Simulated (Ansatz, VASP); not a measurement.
**Ti, level by level in two programs**

```
CELL_PARAMETERS angstrom
2.96954 0.00000 0.00000
-1.48477 2.57169 0.00000
0.00000 0.00000 4.71099
ATOMIC_POSITIONS crystal
Ti 0.66667 0.33333 0.75000
Ti 0.33333 0.66667 0.25000
```

Single points on this cell with VASP 6.6.1 and Ansatz 0.2.0. Each row is one pair of runs. Alike in all rows: spin: off; smearing: fermi-dirac, width 0.05 eV; Ansatz's potentials, cutoff: Ansatz PAW, 420 eV.

```tsv
level	k mesh	VASP's potentials, cutoff	gap on the k mesh at the Fermi level (eV), VASP	gap on the k mesh at the Fermi level (eV), Ansatz	pressure (GPa), VASP	pressure (GPa), Ansatz
HSE06	5 × 5 × 3	VASP PAW PBE potentials, release 64 (Ti_sv), 520 eV	none	none	-6.2	-5.8
LDA	10 × 10 × 6	VASP PAW LDA potentials, release 64 (Ti_sv), 520 eV	none	none	-11.5	-11.5
PBE	10 × 10 × 6	VASP PAW PBE potentials, release 64 (Ti_sv), 520 eV	none	none	-3.7	-3.5
```

Pressure (GPa): the two programs differ by at most 0.47.

A gap of «none» marks a metal or a gap that the smearing closes.

The k mesh is coarse in some rows, so the values compare programs but aren't converged.
